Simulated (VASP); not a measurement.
# AgBr (Fm-3m) in VASP: settings compared

AgBr is run at these levels: r2SCAN, PBE; tasks: single point.

All numbers are computed with VASP 6.6.1; they aren't measurements. Logs are shortened: lines on timing, memory, paths and dates and some standing lists are left out, and cuts for length are marked.

### Step 1. The cell of the first run

Symmetry: Fm-3m, No. 225, cubic system. The conventional cell has a = 5.784 Å, b = 5.784 Å, c = 5.784 Å, α = 90.00°, β = 90.00°, γ = 90.00°. Within 3.8 Å of Ag (site symmetry m-3m) lie 6 Br at 2.89 Å. Br (site symmetry m-3m) has 6 Ag at 2.89 Å within 3.8 Å.

### Step 2. Single point, r2SCAN

Contents of POSCAR:

```
AgBr
1.0
    0.0000000000      2.8921694793      2.8921694793
    2.8921694793      0.0000000000      2.8921694793
    2.8921694793      2.8921694793      0.0000000000
Ag Br
1 1
Direct
    0.0000000000      0.0000000000      0.0000000000
    0.5000000000      0.5000000000      0.5000000000
```

Contents of INCAR.step1:

```
  PREC = Accurate
  ENCUT = 550
  ISMEAR = -1
  SIGMA = 0.02
  LREAL = F
  LASPH = T
  NELM = 120
  NBANDS = 16
  GGA = PE
  ALGO = Normal
  EDIFF = 1E-5
  LWAVE = T
  LCHARG = F
  GGA_COMPAT = F
```

Contents of INCAR.step2:

```
  PREC = Accurate
  ENCUT = 550
  EDIFF = 1E-6
  ISMEAR = -1
  SIGMA = 0.02
  LREAL = F
  LASPH = T
  NELM = 120
  ALGO = Normal
  ISIF = 2
  LWAVE = F
  LCHARG = T
  METAGGA = R2SCAN
  LMIXTAU = T
  LELF = T
  LVHAR = T
  NBANDS = 16
  ISTART = 1
  GGA_COMPAT = F
```

Contents of KPOINTS:

```
Automatic mesh
0
Gamma
  7 7 7
```

Potentials or basis: VASP PAW PBE potentials, release 64 (Ag, Br).

Launch:

```console
> cat potpaw_PBE.64/Ag/POTCAR potpaw_PBE.64/Br/POTCAR > POTCAR
> cp INCAR.step1 INCAR
> mpirun -np 1 vasp_std > vasp.out
> cp INCAR.step2 INCAR
> mpirun -np 1 vasp_std > vasp.out
```

OUTCAR:

```text
PREC = Accurate
   ENCUT = 550
   EDIFF = 1E-6
   ISMEAR = -1
   LREAL = F
   LASPH = T
   NELM = 120
   ISIF = 2
   METAGGA = R2SCAN
   ISTART = 1

 ion  position               nearest neighbor table
   1  0.000  0.000  0.000-   2 2.89   2 2.89   2 2.89   2 2.89   2 2.89   2 2.89
   2  0.500  0.500  0.500-   1 2.89   1 2.89   1 2.89   1 2.89   1 2.89   1 2.89

  LATTYP: Found a face centered cubic cell.
 ALAT       =     5.7843389586

  Lattice vectors:

 A1 = (   0.0000000000,   2.8921694793,   2.8921694793)
 A2 = (   2.8921694793,   0.0000000000,   2.8921694793)
 A3 = (   2.8921694793,   2.8921694793,   0.0000000000)

Analysis of symmetry for initial positions (statically):
=====================================================================
 Subroutine PRICEL returns:
 Original cell was already a primitive cell.

 Routine SETGRP: Setting up the symmetry group for a
 face centered cubic supercell.

 Subroutine GETGRP returns: Found 48 space group operations
 (whereof 48 operations were pure point group operations)
 out of a pool of 48 trial point group operations.

The static configuration has the point symmetry O_h .

Analysis of symmetry for dynamics (positions and initial velocities):
=====================================================================
 Subroutine PRICEL returns:
 Original cell was already a primitive cell.

 Routine SETGRP: Setting up the symmetry group for a
 face centered cubic supercell.

 Subroutine GETGRP returns: Found 48 space group operations
 (whereof 48 operations were pure point group operations)
 out of a pool of 48 trial point group operations.

The dynamic configuration has the point symmetry O_h .

 Subroutine INISYM returns: Found 48 space group operations
 (whereof 48 operations are pure point group operations),
 and found     1 'primitive' translations

----------------------------------------------------------------------------------------

                                     Primitive cell

  volume of cell :      48.3839

  direct lattice vectors                    reciprocal lattice vectors
     0.000000000  2.892169479  2.892169479    -0.172880602  0.172880602  0.172880602
     2.892169479  0.000000000  2.892169479     0.172880602 -0.172880602  0.172880602
     2.892169479  2.892169479  0.000000000     0.172880602  0.172880602 -0.172880602

  length of vectors
     4.090145302  4.090145302  4.090145302     0.299437986  0.299437986  0.299437986

  position of ions in fractional coordinates (direct lattice)
     0.000000000  0.000000000  0.000000000
     0.500000000  0.500000000  0.500000000

  ion indices of the primitive-cell ions
   primitive index   ion index
                 1           1
                 2           2

----------------------------------------------------------------------------------------

 KPOINTS: Automatic mesh

Automatic generation of k-mesh.
 Grid dimensions read from file:
 generate k-points for:    7    7    7

 Generating k-lattice:

  Cartesian coordinates                     Fractional coordinates (reciprocal lattice)
    -0.024697229  0.024697229  0.024697229     0.142857143  0.000000000  0.000000000
     0.024697229 -0.024697229  0.024697229     0.000000000  0.142857143  0.000000000
     0.024697229  0.024697229 -0.024697229     0.000000000  0.000000000  0.142857143

  Length of vectors
     0.042776855  0.042776855  0.042776855

  Shift w.r.t. Gamma in fractional coordinates (k-lattice)
     0.000000000  0.000000000  0.000000000

 Subroutine IBZKPT returns following result:
 ===========================================

 Found     20 irreducible k-points:

 Following reciprocal coordinates:
            Coordinates               Weight
  0.000000  0.000000  0.000000      1.000000
  0.142857  0.000000  0.000000      8.000000
  0.285714  0.000000  0.000000      8.000000
  0.428571  0.000000  0.000000      8.000000
  0.142857  0.142857  0.000000      6.000000
  0.285714  0.142857  0.000000     24.000000
[... 12 lines left out ...]
 -0.428571  0.428571  0.142857     24.000000
 -0.285714  0.428571  0.142857     24.000000
   k-points           NKPTS =     20   k-points in BZ     NKDIM =     20   number of bands    NBANDS=     16
   number of dos      NEDOS =    301   number of ions     NIONS =      2
   total plane-waves  NPLWV =  32768
   dimension x,y,z NGX =    32 NGY =   32 NGZ =   32
   dimension x,y,z NGXF=    64 NGYF=   64 NGZF=   64
   ions per type =               1   1
   NGX,Y,Z   is equivalent  to a cutoff of  13.01, 13.01, 13.01 a.u.
   NGXF,Y,Z  is equivalent  to a cutoff of  26.01, 26.01, 26.01 a.u.
 SYSTEM =  unknown system
   PREC   = accura    normal or accurate (medium, high low for compatibility)
   ISTART =      1    job   : 0-new  1-cont  2-samecut
   ICHARG =      0    charge: 1-file 2-atom 10-const
   ISPIN  =      1    spin polarized calculation?
   LNONCOLLINEAR =      F non collinear calculations
   LSORBIT =      F    spin-orbit coupling
   LASPH  =      T    aspherical Exc in radial PAW
   ENCUT  =  550.0 eV  40.42 Ry    6.36 a.u.   7.82  7.82  7.82*2*pi/ulx,y,z
   NELM   =    120;   NELMIN=  2; NELMDL=  0     # of ELM steps
   EDIFF  = 0.1E-05   stopping-criterion for ELM
   LREAL  =      F    real-space projection
   EDIFFG = 0.1E-04   stopping-criterion for IOM
   NSW    =      0    number of steps for IOM
   IBRION =     -1    ionic relax: 0-MD 1-quasi-New 2-CG
   NFREE  =      0    steps in history (QN), initial steepest desc. (CG)
   ISIF   =      2    stress and relaxation
   ISYM   =      2    0-nonsym 1-usesym 2-fastsym
   POTIM  = 0.5000    time-step for ionic-motion
   TEBEG  =    0.0;   TEEND  =   0.0 temperature during run
   PSTRESS=    0.0 pullay stress
   NELECT =      18.0000    total number of electrons
   NUPDOWN=      -1.0000    fix difference up-down
   EMIN   =  10.00;   EMAX   =-10.00  energy-range for DOS
   EFERMI =   0.00;   METHOD = LEGACY
   ISMEAR =    -1;   SIGMA  =   0.02  broadening in eV -4-tet -1-fermi 0-gaus
   EFERMI_NEDOS =   21; number of points for ismear=-14 and -15
   IALGO  =     38    algorithm
   IMIX   =      4    mixing-type and parameters
     AMIX     =   0.40;   BMIX     =  1.00
     AMIX_MAG =   1.60;   BMIX_MAG =  1.00
  volume/ion in A,a.u.               =      24.19       163.26
  Fermi-wavevector in a.u.,A,eV,Ry     =   1.177421  2.225004 18.862045  1.386321
  Thomas-Fermi vector in A             =   2.313768
   LORBIT       =      0    0 simple, 1 ext, 2 COOP (PROOUT), +10 PAW based schemes
   METAGGA = R2SCAN    functional components
   LHFCALC =     F    Hartree Fock is set to
   AEXX    =    0.0000 exact exchange contribution
   IVDW    =     0    specifies the selected vdW correction
   LEPSILON=     F    determine dielectric tensor
   LRPA    =     F    only Hartree local field effects (RPA)
 non-spin polarized calculation
  energy-cutoff  :      550.00
  volume of cell :       48.38
 maximum number of plane-waves:      1427
   NGX = 15   NGY = 15   NGZ = 15

 number of electron      17.9999999 magnetization

 Free energy of the ion-electron system (eV)
  ---------------------------------------------------
  ext. energy  EPLUGINS =         0.00000000
  ---------------------------------------------------
  free energy    TOTEN  =       -35.51420389 eV

  energy without entropy =      -35.51420389  energy(sigma->0) =      -35.51420389

 E-fermi :   3.4640     XC(G=0): -10.2469

 val. band max:        2.9686096338   @ k =   0.4286   0.0000   0.0000
 cond. band min:       4.2846206760   @ k =   0.0000   0.0000   0.0000
 fundamental gap:      1.3160110422
 Fermi energy:         3.4640005780

 k-point     1 :       0.0000    0.0000    0.0000
  band No.  band energies     occupation
      1     -12.4176      2.00000
      2       0.3567      2.00000
      3       0.3567      2.00000
      4       0.3567      2.00000
      5       0.3641      2.00000
      6       0.3641      2.00000
[... 8 lines left out ...]
     15      15.6018      0.00000
     16      15.6018      0.00000

 k-point     2 :       0.1429    0.0000    0.0000
  band No.  band energies     occupation
      1     -12.3431      2.00000
      2      -0.1522      2.00000
      3      -0.1522      2.00000
      4      -0.1411      2.00000
      5       0.4088      2.00000
      6       0.4088      2.00000
[... 8 lines left out ...]
     15      14.5704      0.00000
     16      14.9453      0.00000

 k-point     3 :       0.2857    0.0000    0.0000
  band No.  band energies     occupation
      1     -12.1671      2.00000
      2      -1.2711      2.00000
      3      -0.7199      2.00000
      4      -0.7199      2.00000
      5       0.5275      2.00000
      6       0.5275      2.00000
[... 8 lines left out ...]
     15      15.2564      0.00000
     16      15.2564      0.00000

 k-point     4 :       0.4286    0.0000    0.0000
  band No.  band energies     occupation
      1     -12.0162      2.00000
      2      -2.0032      2.00000
      3      -1.0300      2.00000
      4      -1.0300      2.00000
      5       0.6260      2.00000
      6       0.6260      2.00000
[... 8 lines left out ...]
     15      16.5498      0.00000
     16      16.5498      0.00000

 k-point     5 :       0.1429    0.1429    0.0000
  band No.  band energies     occupation
      1     -12.3215      2.00000
      2      -0.6845      2.00000
      3       0.1819      2.00000
      4       0.1819      2.00000
      5       0.3090      2.00000
      6       0.3918      2.00000
[... 8 lines left out ...]
     15      16.7557      0.00000
     16      16.8433      0.00000

 k-point     6 :       0.2857    0.1429    0.0000
  band No.  band energies     occupation
      1     -12.1867      2.00000
      2      -1.2448      2.00000
      3      -0.3785      2.00000
      4      -0.3168      2.00000
      5       0.3908      2.00000
      6       0.5399      2.00000
[... 8 lines left out ...]
     15      16.4566      0.00000
     16      16.5568      0.00000

 k-point     7 :       0.4286    0.1429    0.0000
  band No.  band energies     occupation
      1     -12.0326      2.00000
      2      -1.7202      2.00000
      3      -0.9530      2.00000
      4      -0.8044      2.00000
      5       0.5258      2.00000
      6       0.6444      2.00000
[... 8 lines left out ...]
     15      16.8816      0.00000
     16      17.1879      0.00000

 k-point     8 :      -0.4286    0.1429    0.0000
  band No.  band energies     occupation
      1     -11.9807      2.00000
      2      -1.9086      2.00000
      3      -1.0270      2.00000
      4      -1.0058      2.00000
      5       0.6209      2.00000
      6       0.6366      2.00000
[... 8 lines left out ...]
     15      16.3643      0.00000
     16      17.0439      0.00000

 k-point     9 :      -0.2857    0.1429    0.0000
  band No.  band energies     occupation
      1     -12.0760      2.00000
      2      -1.6040      2.00000
      3      -0.9596      2.00000
      4      -0.6272      2.00000
      5       0.5406      2.00000
      6       0.6042      2.00000
[... 8 lines left out ...]
     15      16.2911      0.00000
     16      17.2478      0.00000
[... 96 lines left out ...]
 k-point    15 :       0.4286    0.4286    0.0000
  band No.  band energies     occupation
      1     -11.9810      2.00000
      2      -1.2783      2.00000
      3       0.1174      2.00000
      4       0.1700      2.00000
      5       0.1700      2.00000
      6       0.5049      2.00000
[... 8 lines left out ...]
     15      18.5694      0.00000
     16      18.8707      0.00000

 k-point    16 :      -0.4286    0.4286    0.0000
  band No.  band energies     occupation
      1     -11.9526      2.00000
      2      -1.1185      2.00000
      3      -0.4945      2.00000
      4      -0.3267      2.00000
      5       0.3856      2.00000
      6       0.7206      2.00000
[... 8 lines left out ...]
     15      17.6600      0.00000
     16      18.8776      0.00000

 k-point    17 :       0.4286    0.2857    0.1429
  band No.  band energies     occupation
      1     -12.0690      2.00000
      2      -1.5157      2.00000
      3      -0.7623      2.00000
      4      -0.3715      2.00000
      5       0.4799      2.00000
      6       0.6170      2.00000
[... 8 lines left out ...]
     15      17.6572      0.00000
     16      18.2726      0.00000

 k-point    18 :      -0.4286    0.2857    0.1429
  band No.  band energies     occupation
      1     -11.9712      2.00000
      2      -1.5788      2.00000
      3      -0.9749      2.00000
      4      -0.7863      2.00000
      5       0.5728      2.00000
      6       0.6553      2.00000
[... 8 lines left out ...]
     15      16.7094      0.00000
     16      18.1684      0.00000

 k-point    19 :      -0.4286    0.4286    0.1429
  band No.  band energies     occupation
      1     -11.9585      2.00000
      2      -1.2305      2.00000
      3      -0.7506      2.00000
      4      -0.4558      2.00000
      5       0.5842      2.00000
      6       0.6887      2.00000
[... 8 lines left out ...]
     15      17.5188      0.00000
     16      18.8409      0.00000

 k-point    20 :      -0.2857    0.4286    0.1429
  band No.  band energies     occupation
      1     -11.9381      2.00000
      2      -1.1870      2.00000
      3      -0.9075      2.00000
      4      -0.8049      2.00000
      5       0.6111      2.00000
      6       0.6932      2.00000
[... 8 lines left out ...]
     15      16.4594      0.00000
     16      18.9581      0.00000

------------------------ aborting loop because EDIFF is reached ----------------------------------------

  FORCE on cell =-STRESS in cart. coord.  units (eV):
  Direction    XX          YY          ZZ          XY          YZ          ZX
  --------------------------------------------------------------------------------------
  -------------------------------------------------------------------------------------
  Total       -0.0104455     -0.0104455     -0.0104455      0.0000000      0.0000000     -0.0000000
  in kB       -0.3458911     -0.3458911     -0.3458911      0.0000000      0.0000000     -0.0000000
  external PRESSURE =      -0.3458911 kB  Pullay stress =       0.0000000 kB

 VOLUME and BASIS-vectors are now :
 -----------------------------------------------------------------------------
  energy-cutoff  :      550.00
  volume of cell :       48.38
      direct lattice vectors                 reciprocal lattice vectors
     0.000000000  2.892169479  2.892169479    -0.172880602  0.172880602  0.172880602
     2.892169479  0.000000000  2.892169479     0.172880602 -0.172880602  0.172880602
     2.892169479  2.892169479  0.000000000     0.172880602  0.172880602 -0.172880602

 POSITION                                       TOTAL-FORCE (eV/Angst)
 -----------------------------------------------------------------------------------
      0.00000      0.00000      0.00000         0.000000      0.000000      0.000000
      2.89217      2.89217      2.89217         0.000000     -0.000000      0.000000
 -----------------------------------------------------------------------------------
    total drift:                                0.000000     -0.000000     -0.000000

  FREE ENERGIE OF THE ION-ELECTRON SYSTEM (eV)
  ---------------------------------------------------
  free  energy   TOTEN  =       -35.5142038893 eV

  energy  without entropy=      -35.5142038893  energy(sigma->0) =      -35.51420389
```

Run time: 58 s. Hardware: 1 thread of AMD EPYC 7R13 (Zen 3), shared host; peak memory 0.16 GiB.

What came out:

```
Free energy            : -35.5142 eV
Pressure               : 0.0 GPa
Band gap on the k mesh : 1.32 eV, indirect (least direct gap 3.19 eV)
```

Caveat: the PAW data sets were made with another functional, which shifts forces and pressure a little.

### Step 3. Single point, PBE, non-collinear spin, zero start, spin-orbit coupling

Contents of INCAR:

```
SYSTEM = AgBr
ALGO     = Normal         ! electronic algorithm
EDIFF    = 1E-6           ! SCF threshold, eV
ENCUT    = 500            ! plane-wave cutoff, eV
GGA      = PE             ! functional
GGA_COMPAT= .FALSE.      
ISIF     = 2              ! what is computed and relaxed
ISMEAR   = -1             ! smearing method
LASPH    = .TRUE.         ! aspherical terms in the spheres
LCHARG   = .TRUE.         ! write CHGCAR
LMAXMIX  = 4              ! l up to which the mixer works
LORBIT   = 11             ! projections on sites
LORBMOM  = .TRUE.       
LREAL    = .FALSE.        ! projectors in reciprocal space
LSORBIT  = .TRUE.         ! spin-orbit coupling
LVHAR    = .TRUE.       
LWAVE    = .FALSE.        ! write WAVECAR
MAGMOM   = 0 0 0 0 0 0    ! initial moments
NBANDS   = 30             ! bands
NELM     = 200            ! most SCF steps
PREC     = Accurate       ! precision mode
SIGMA    = 0.02           ! smearing width, eV
```

Contents of KPOINTS:

```
k-points
0
G
  7 7 7
  0 0 0
```

POSCAR is that of step 2.

Potentials or basis: VASP PAW PBE potentials, release 64 (Ag, Br).

Launch:

```console
> cat potpaw_PBE.64/Ag/POTCAR potpaw_PBE.64/Br/POTCAR > POTCAR
> mpirun -np 1 vasp_ncl > vasp.out
```

Wall time 44 s (1 thread of AMD EPYC 7R13 (Zen 3), shared host); peak memory 0.25 GiB.

Results (log left out):

```
Free energy                                           : -5.0430 eV
Pressure                                              : 1.2 GPa
Net moment                                            : 0.00 μB per cell
Valence electrons inside the program's atomic spheres : Ag 9.72; Br 4.83
```

Moments on the atoms (μB; x, y, z):
```
Ag  0.00 0.00 0.00
Br  0.00 0.00 0.00
```
